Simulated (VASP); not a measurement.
# Si2I (Fd-3m) in VASP: notebook

The runs below take Si2I through relaxation of cell and atoms, single point, with PBE.

All numbers are computed with VASP 6.6.1; they aren't measurements. Logs are shortened: lines on timing, memory, paths and dates and some standing lists are left out, and cuts for length are marked.

## Step 1: The cell of the first run

It takes space group Fd-3m (No. 227, cubic). The conventional cell has a = 8.289 Å, b = 8.289 Å, c = 8.289 Å, α = 90.00°, β = 90.00°, γ = 90.00°. Si (site symmetry -3m) has 6 Si at 2.93 Å and 6 I at 3.44 Å within 3.9 Å. I (site symmetry -43m) has 12 Si at 3.44 Å and 4 I at 3.59 Å within 4.5 Å.

## Step 2: Relaxation of cell and atoms, PBE

File INCAR:

```
SYSTEM = Si2I
  PREC = Accurate
  ENCUT = 600
  EDIFF = 1E-7
  ISMEAR = 0
  SIGMA = 0.1
  LREAL = .False.
  LASPH = .True.
  NELM = 60
  ALGO = Normal
  ISIF = 3
  LWAVE = .False.
  LCHARG = .False.
  GGA = PE
  IBRION = 2
  NSW = 90
  EDIFFG = -0.04
```

File KPOINTS:

```
Automatic mesh
0
Gamma
  4 4 4
  0 0 0
```

File POSCAR:

```
Si2I
1.0
    0.0000000000      4.1445494300      4.1445494300
    4.1445494300      0.0000000000      4.1445494300
    4.1445494300      4.1445494300      0.0000000000
Si I
4 2
Direct
    0.6250000000      0.6250000000      0.1250000000
    0.6250000000      0.1250000000      0.6250000000
    0.6250000000      0.6250000000      0.6250000000
    0.1250000000      0.6250000000      0.6250000000
    0.2500000000      0.2500000000      0.2500000000
    0.0000000000      0.0000000000      0.0000000000
```

Potentials or basis: VASP PAW PBE potentials, release 64 (Si, I).

Started as:

```bash
$ cat potpaw_PBE.64/Si/POTCAR potpaw_PBE.64/I/POTCAR > POTCAR
$ mpirun -np 1 vasp_std > vasp.out
```

OUTCAR:

```text
SYSTEM = Si2I
   PREC = Accurate
   ENCUT = 600
   EDIFF = 1E-7
   ISMEAR = 0
   LREAL = .False.
   LASPH = .True.
   NELM = 60
   ISIF = 3
   GGA = PE
   IBRION = 2
   NSW = 90
   EDIFFG = -0.04

 ion  position               nearest neighbor table
   1  0.625  0.625  0.125-   3 2.93   2 2.93   3 2.93   4 2.93   2 2.93   4 2.93
   2  0.625  0.125  0.625-   3 2.93   1 2.93   1 2.93   3 2.93   4 2.93   4 2.93
   3  0.625  0.625  0.625-   1 2.93   2 2.93   4 2.93   1 2.93   2 2.93   4 2.93
   4  0.125  0.625  0.625-   3 2.93   1 2.93   2 2.93   1 2.93   2 2.93   3 2.93
   5  0.250  0.250  0.250-
   6  0.000  0.000  0.000-

  LATTYP: Found a face centered cubic cell.
 ALAT       =     8.2890988600

  Lattice vectors:

 A1 = (   0.0000000000,   4.1445494300,   4.1445494300)
 A2 = (   4.1445494300,   0.0000000000,   4.1445494300)
 A3 = (   4.1445494300,   4.1445494300,   0.0000000000)

Analysis of symmetry for initial positions (statically):
=====================================================================
 Subroutine PRICEL returns:
 Original cell was already a primitive cell.

 Routine SETGRP: Setting up the symmetry group for a
 face centered cubic supercell.

 Subroutine GETGRP returns: Found 48 space group operations
 (whereof 24 operations were pure point group operations)
 out of a pool of 48 trial point group operations.

The static configuration has the point symmetry T_d .
 The point group associated with its full space group is O_h .

Analysis of symmetry for dynamics (positions and initial velocities):
=====================================================================
 Subroutine PRICEL returns:
 Original cell was already a primitive cell.

 Routine SETGRP: Setting up the symmetry group for a
 face centered cubic supercell.

 Subroutine GETGRP returns: Found 48 space group operations
 (whereof 24 operations were pure point group operations)
 out of a pool of 48 trial point group operations.

The dynamic configuration has the point symmetry T_d .
 The point group associated with its full space group is O_h .

 Subroutine INISYM returns: Found 48 space group operations
 (whereof 24 operations are pure point group operations),
 and found     1 'primitive' translations

----------------------------------------------------------------------------------------

                                     Primitive cell

  volume of cell :     142.3843

  direct lattice vectors                    reciprocal lattice vectors
     0.000000000  4.144549430  4.144549430    -0.120640376  0.120640376  0.120640376
     4.144549430  0.000000000  4.144549430     0.120640376 -0.120640376  0.120640376
     4.144549430  4.144549430  0.000000000     0.120640376  0.120640376 -0.120640376

  length of vectors
     5.861278014  5.861278014  5.861278014     0.208955260  0.208955260  0.208955260

  position of ions in fractional coordinates (direct lattice)
     0.625000000  0.625000000  0.125000000
     0.625000000  0.125000000  0.625000000
     0.625000000  0.625000000  0.625000000
     0.125000000  0.625000000  0.625000000
     0.250000000  0.250000000  0.250000000
     0.000000000  0.000000000  0.000000000

  ion indices of the primitive-cell ions
   primitive index   ion index
                 1           1
                 2           2
                 3           3
                 4           4
                 5           5
                 6           6

----------------------------------------------------------------------------------------

 KPOINTS: Automatic mesh

Automatic generation of k-mesh.
 Grid dimensions read from file:
 generate k-points for:    4    4    4

 Generating k-lattice:

  Cartesian coordinates                     Fractional coordinates (reciprocal lattice)
    -0.030160094  0.030160094  0.030160094     0.250000000  0.000000000  0.000000000
     0.030160094 -0.030160094  0.030160094     0.000000000  0.250000000  0.000000000
     0.030160094  0.030160094 -0.030160094     0.000000000  0.000000000  0.250000000

  Length of vectors
     0.052238815  0.052238815  0.052238815

  Shift w.r.t. Gamma in fractional coordinates (k-lattice)
     0.000000000  0.000000000  0.000000000

 Subroutine IBZKPT returns following result:
 ===========================================

 Found      8 irreducible k-points:

 Following reciprocal coordinates:
            Coordinates               Weight
  0.000000  0.000000  0.000000      1.000000
  0.250000  0.000000  0.000000      8.000000
  0.500000  0.000000  0.000000      4.000000
  0.250000  0.250000  0.000000      6.000000
  0.500000  0.250000  0.000000     24.000000
 -0.250000  0.250000  0.000000     12.000000
  0.500000  0.500000  0.000000      3.000000
 -0.250000  0.500000  0.250000      6.000000
   k-points           NKPTS =      8   k-points in BZ     NKDIM =      8   number of bands    NBANDS=     19
   number of dos      NEDOS =    301   number of ions     NIONS =      6
   total plane-waves  NPLWV = 110592
   dimension x,y,z NGX =    48 NGY =   48 NGZ =   48
   dimension x,y,z NGXF=    96 NGYF=   96 NGZF=   96
   ions per type =               4   2
   NGX,Y,Z   is equivalent  to a cutoff of  13.61, 13.61, 13.61 a.u.
   NGXF,Y,Z  is equivalent  to a cutoff of  27.23, 27.23, 27.23 a.u.
 SYSTEM =  Si2I
   PREC   = accura    normal or accurate (medium, high low for compatibility)
   ISTART =      0    job   : 0-new  1-cont  2-samecut
   ICHARG =      2    charge: 1-file 2-atom 10-const
   ISPIN  =      1    spin polarized calculation?
   LNONCOLLINEAR =      F non collinear calculations
   LSORBIT =      F    spin-orbit coupling
   LASPH  =      T    aspherical Exc in radial PAW
   ENCUT  =  600.0 eV  44.10 Ry    6.64 a.u.  11.71 11.71 11.71*2*pi/ulx,y,z
   NELM   =     60;   NELMIN=  2; NELMDL= -5     # of ELM steps
   EDIFF  = 0.1E-06   stopping-criterion for ELM
   LREAL  =      F    real-space projection
   EDIFFG = -.4E-01   stopping-criterion for IOM
   NSW    =     90    number of steps for IOM
   IBRION =      2    ionic relax: 0-MD 1-quasi-New 2-CG
   NFREE  =      1    steps in history (QN), initial steepest desc. (CG)
   ISIF   =      3    stress and relaxation
   ISYM   =      2    0-nonsym 1-usesym 2-fastsym
   POTIM  = 0.5000    time-step for ionic-motion
   TEBEG  =    0.0;   TEEND  =   0.0 temperature during run
   PSTRESS=    0.0 pullay stress
   NELECT =      30.0000    total number of electrons
   NUPDOWN=      -1.0000    fix difference up-down
   EMIN   =  10.00;   EMAX   =-10.00  energy-range for DOS
   EFERMI =   0.00;   METHOD = LEGACY
   ISMEAR =     0;   SIGMA  =   0.10  broadening in eV -4-tet -1-fermi 0-gaus
   EFERMI_NEDOS =   21; number of points for ismear=-14 and -15
   IALGO  =     38    algorithm
   IMIX   =      4    mixing-type and parameters
     AMIX     =   0.40;   BMIX     =  1.00
     AMIX_MAG =   1.60;   BMIX_MAG =  1.00
  volume/ion in A,a.u.               =      23.73       160.14
  Fermi-wavevector in a.u.,A,eV,Ry     =   0.974155  1.840885 12.911621  0.948977
  Thomas-Fermi vector in A             =   2.104592
   LORBIT       =      0    0 simple, 1 ext, 2 COOP (PROOUT), +10 PAW based schemes
   GGA     = PE    functional components
   LHFCALC =     F    Hartree Fock is set to
   AEXX    =    0.0000 exact exchange contribution
   IVDW    =     0    specifies the selected vdW correction
   LEPSILON=     F    determine dielectric tensor
   LRPA    =     F    only Hartree local field effects (RPA)
 conjugate gradient relaxation of ions
 non-spin polarized calculation
 Gauss-broadening in eV      SIGMA  =   0.10
  energy-cutoff  :      600.00
  volume of cell :      142.38
 maximum number of plane-waves:      4800
 NGX is ok and might be reduce to    48
   NGX = 23   NGY = 23   NGZ = 23

--------------------------------------- Ionic step        1  -------------------------------------------

 number of electron      30.0000002 magnetization

 Free energy of the ion-electron system (eV)
  ---------------------------------------------------
  ext. energy  EPLUGINS =         0.00000000
  ---------------------------------------------------
  free energy    TOTEN  =       -19.81017277 eV

  energy without entropy =      -19.80609202  energy(sigma->0) =      -19.80813239

 E-fermi :   6.5744     XC(G=0):  -9.8282

 val. band max:        6.2879347328   @ k =   0.2500   0.0000   0.0000
 cond. band min:       6.6722026984   @ k =  -0.2500   0.2500   0.0000
 fundamental gap:      0.3842679656
 Fermi energy:         6.5743643571

 k-point     1 :       0.0000    0.0000    0.0000
  band No.  band energies     occupation
      1      -7.5351      2.00000
      2      -5.7989      2.00000
      3      -2.7477      2.00000
      4       0.9663      2.00000
      5       0.9663      2.00000
      6       0.9663      2.00000
[... 11 lines left out ...]
     18       7.5120      0.00000
     19      11.3298      0.00000

 k-point     2 :       0.2500    0.0000    0.0000
  band No.  band energies     occupation
      1      -7.3289      2.00000
      2      -5.9846      2.00000
      3      -2.9248      2.00000
      4      -0.4543      2.00000
      5       0.7150      2.00000
      6       0.7150      2.00000
[... 205 lines left out ...]
 POSITION                                       TOTAL-FORCE (eV/Angst)
 -----------------------------------------------------------------------------------
      3.01300      3.01300      5.02166        -0.000000     -0.000000     -0.000000
      3.01300      5.02166      3.01300        -0.000000     -0.000000     -0.000000
      5.02166      5.02166      5.02166        -0.000000     -0.000000     -0.000000
      5.02166      3.01300      3.01300        -0.000000     -0.000000     -0.000000
      2.00866      2.00866      2.00866        -0.000000     -0.000000     -0.000000
      0.00000      4.01733      4.01733         0.000000      0.000000      0.000000
 -----------------------------------------------------------------------------------
    total drift:                                0.000000      0.000000     -0.000000

  FREE ENERGIE OF THE ION-ELECTRON SYSTEM (eV)
  ---------------------------------------------------
  free  energy   TOTEN  =       -20.0147720753 eV

  energy  without entropy=      -20.0103608856  energy(sigma->0) =      -20.01256648

--------------------------------------- Ionic step        3  -------------------------------------------

 number of electron      30.0000001 magnetization

 Free energy of the ion-electron system (eV)
  ---------------------------------------------------
  ext. energy  EPLUGINS =         0.00000000
  ---------------------------------------------------
  free energy    TOTEN  =       -20.01715068 eV

  energy without entropy =      -20.01267422  energy(sigma->0) =      -20.01491245

 E-fermi :   7.8684     XC(G=0): -10.2662

 val. band max:        7.5246133795   @ k =   0.5000   0.2500   0.0000
 cond. band min:       7.9797547483   @ k =  -0.2500   0.2500   0.0000
 fundamental gap:      0.4551413688
 Fermi energy:         7.8683506268

 k-point     1 :       0.0000    0.0000    0.0000
  band No.  band energies     occupation
      1      -6.9540      2.00000
      2      -4.6859      2.00000
      3      -1.7707      2.00000
      4       2.0799      2.00000
      5       2.0799      2.00000
      6       2.0799      2.00000
[... 11 lines left out ...]
     18       9.0448      0.00000
     19      13.0535      0.00000

 k-point     2 :       0.2500    0.0000    0.0000
  band No.  band energies     occupation
      1      -6.6951      2.00000
      2      -4.9418      2.00000
      3      -2.0798      2.00000
      4       0.4834      2.00000
      5       1.6945      2.00000
      6       1.6945      2.00000
[... 156 lines left out ...]
 VOLUME and BASIS-vectors are now :
 -----------------------------------------------------------------------------
  energy-cutoff  :      600.00
  volume of cell :      128.33
      direct lattice vectors                 reciprocal lattice vectors
     0.000000000  4.003467690  4.003467690    -0.124891729  0.124891729  0.124891729
     4.003467690  0.000000000  4.003467690     0.124891729 -0.124891729  0.124891729
     4.003467690  4.003467690  0.000000000     0.124891729  0.124891729 -0.124891729

 POSITION                                       TOTAL-FORCE (eV/Angst)
 -----------------------------------------------------------------------------------
      3.00260      3.00260      5.00433        -0.000000      0.000000     -0.000000
      3.00260      5.00433      3.00260        -0.000000      0.000000     -0.000000
      5.00433      5.00433      5.00433        -0.000000      0.000000     -0.000000
      5.00433      3.00260      3.00260        -0.000000      0.000000     -0.000000
      2.00173      2.00173      2.00173        -0.000000      0.000000      0.000000
      0.00000      0.00000      0.00000         0.000000     -0.000000     -0.000000
 -----------------------------------------------------------------------------------
    total drift:                               -0.000000     -0.000000     -0.000000

  FREE ENERGIE OF THE ION-ELECTRON SYSTEM (eV)
  ---------------------------------------------------
  free  energy   TOTEN  =       -20.0171506846 eV

  energy  without entropy=      -20.0126742247  energy(sigma->0) =      -20.01491245

 reached required accuracy - stopping structural energy minimisation
```

It took 58 s on 1 thread of Intel Xeon Platinum 8488C (Sapphire Rapids), shared host; peak memory 0.33 GiB.

Results:

```yaml
Free_energy: -20.0172 eV
Relaxed_volume: 21.39 Å³/atom
Relaxed_cell: a = 5.662 Å, b = 5.662 Å, c = 5.662 Å, α = 60.00°, β = 60.00°, γ = 60.00°
Space_group_after_relaxing_to_0.05_Å: Fd-3m (No. 227)
Energy_gained_by_relaxing: 34.5 meV/atom
Ionic_steps: 3
Pressure_after_relaxing: 0.0 GPa
Band_gap_on_the_k_mesh: zero (band 15 reaches 7.98 eV, above the bottom of band 16 at 7.11 eV)
```

The path:
| step | energy change (eV) | largest force (eV/Å) | pressure (GPa) | volume (Å³) |
| --- | --- | --- | --- | --- |
| 1 | 0.0000 | 0.0000 | -4.30 | 142.38 |
| 2 | -0.2046 | 0.0000 | -0.54 | 129.67 |
| 3 | -0.2070 | 0.0000 | -0.03 | 128.33 |

Final structure:
```xyz
6
Lattice="0.0000 4.0035 4.0035 4.0035 0.0000 4.0035 4.0035 4.0035 0.0000" Properties=species:S:1:pos:R:3 pbc="T T T"
Si    3.0026    3.0026    5.0043
Si    3.0026    5.0043    3.0026
Si    5.0043    5.0043    5.0043
Si    5.0043    3.0026    3.0026
I     2.0017    2.0017    2.0017
I     0.0000    0.0000    0.0000
```

Levels at points of the mesh, in eV from the Fermi level:
```tsv
k point	band 11	band 12	band 13	band 14	band 15	band 16	band 17	band 18	band 19
(0.00, 0.00, 0.00)	-4.18	-4.18	-4.18	-1.94	-1.94	1.18	1.18	1.18	5.19
(0.50, 0.00, 0.00)	-2.51	-2.51	-0.93	-0.93	-0.86	1.14	1.57	1.57	1.88
(0.50, 0.50, 0.00)	-2.03	-2.03	-1.14	-1.14	0.12	0.12	0.38	0.38	0.94
```

Caveat: spin-orbit coupling is left out, which moves the levels of the heavy elements.

## Step 3: Single point, PBE

This run uses another cell than the first one, of 21.30 Å³/atom, 0.898 times its volume.

File INCAR:

```
SYSTEM = Si2I
  PREC = Accurate
  ENCUT = 520
  EDIFF = 1E-7
  ISMEAR = 0
  SIGMA = 0.1
  LREAL = .FALSE.
  LASPH = .TRUE.
  NELM = 60
  ALGO = Normal
  ISIF = 2
  LWAVE = .FALSE.
  LCHARG = .TRUE.
  GGA = PE
  LELF = .TRUE.
  LVHAR = .TRUE.
  NBANDS = 24
```

File KPOINTS:

```
Automatic mesh
0
G
  8 8 8
  0 0 0
```

File POSCAR:

```
Si2I
1.0
    0.0000000000      3.9981486288      3.9981486288
    3.9981486288      0.0000000000      3.9981486288
    3.9981486288      3.9981486288      0.0000000000
Si I
4 2
Direct
    0.1250000000      0.1250000000      0.6250000000
    0.1250000000      0.6250000000      0.1250000000
    0.1250000000      0.1250000000      0.1250000000
    0.6250000000      0.1250000000      0.1250000000
    0.7500000000      0.7500000000      0.7500000000
    0.5000000000      0.5000000000      0.5000000000
```

Potentials or basis: VASP PAW PBE potentials, release 64 (Si, I).

Started as:

```bash
$ cat potpaw_PBE.64/Si/POTCAR potpaw_PBE.64/I/POTCAR > POTCAR
$ mpirun -np 1 vasp_std > vasp.out
```

Wall time 70 s (1 thread of Intel Xeon Platinum 8488C (Sapphire Rapids), shared host); peak memory 0.28 GiB.

The run converged. Its results:

| Property | Result |
| --- | --- |
| Free energy | -19.8408 eV |
| Pressure | 0.0 GPa |
| Band gap on the k mesh | zero (band 15 reaches 8.03 eV, above the bottom of band 16 at 7.16 eV) |

Levels at points of the mesh, in eV from the Fermi level:
| k point | band 13 | band 14 | band 15 | band 16 | band 17 | band 18 |
| --- | --- | --- | --- | --- | --- | --- |
| (0.00, 0.00, 0.00) | -4.09 | -1.84 | -1.84 | 1.30 | 1.30 | 1.30 |
| (0.50, 0.00, 0.00) | -0.83 | -0.83 | -0.75 | 1.25 | 1.69 | 1.69 |
| (0.50, 0.50, 0.00) | -1.03 | -1.03 | 0.22 | 0.22 | 0.49 | 0.49 |

Caveat: spin-orbit coupling is left out, which moves the levels of the heavy elements.
